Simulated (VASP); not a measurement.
**TaN: single point with r2SCAN**

Crystal: TaN.

```xyz
6
Lattice="5.0370 0.0000 0.0000 -2.5185 4.3622 0.0000 0.0000 0.0000 3.1013" Properties=species:S:1:pos:R:3 pbc="T T T"
Ta    0.0000    2.9081    1.5506
Ta    2.5185    1.4541    1.5506
Ta    0.0000    0.0000    0.0000
N     1.9766    0.0000    0.0000
N     1.5302    2.6504    0.0000
N    -0.9883    1.7118    0.0000
```

This cell differs from its parent crystal: ratio of the length along z to the lengths across it x 1.1, volume and fractional coordinates fixed.

- Program: VASP 6.6.1
- Task: single point
- Functional: r2SCAN
- Potentials or basis: VASP PAW PBE potentials, release 64 (Ta_pv, N)
- Cutoff: 520 eV
- k mesh: 12 × 12 × 18
- Occupations: gaussian, width 0.15 eV
- Spin: no spin polarisation
- Dipole correction: no
- Further INCAR settings: ALGO = Normal; EDIFF = 1e-06; NBANDS = 33

```json
{
 "Pressure": "2.8 GPa",
 "Largest force": "0.565 eV/Å",
 "Band gap on the k mesh": "zero (band 24 reaches 8.86 eV, above the bottom of band 25 at 7.21 eV)"
}
```

Forces on the atoms (eV/Å):
```
Ta   0.000  0.000  0.000
Ta   0.000  0.000  0.000
Ta   0.000  0.000  0.000
N    0.565  0.000  0.000
N   -0.282 -0.489  0.000
N   -0.282  0.489  0.000
```

Stress tensor (GPa, compression positive):
```
 17.52   0.00   0.00
  0.00  17.52   0.00
  0.00   0.00 -26.77
```

Levels at points of the mesh, in eV from the Fermi level:
| k point | band 22 | band 23 | band 24 | band 25 | band 26 | band 27 |
| --- | --- | --- | --- | --- | --- | --- |
| (0.00, 0.00, 0.00) | -4.07 | -1.16 | -0.74 | -0.74 | -0.04 | -0.04 |
| (0.50, 0.00, 0.00) | -3.40 | -2.62 | -2.48 | 0.70 | 1.72 | 2.05 |
| (0.00, 0.00, 0.50) | -2.94 | -2.94 | 0.60 | 2.43 | 2.43 | 2.99 |
| (0.50, 0.00, 0.50) | -3.40 | -2.47 | -0.57 | 0.61 | 1.78 | 2.59 |

Run time: 10 min on 1 thread of Intel(R) Xeon(R) 6975P-C (Granite Rapids), on a shared host, peak memory 0.44 GiB.

Caveat: the PAW data sets were made with another functional, which shifts forces and pressure a little; spin-orbit coupling is left out, which moves the levels of the heavy elements.
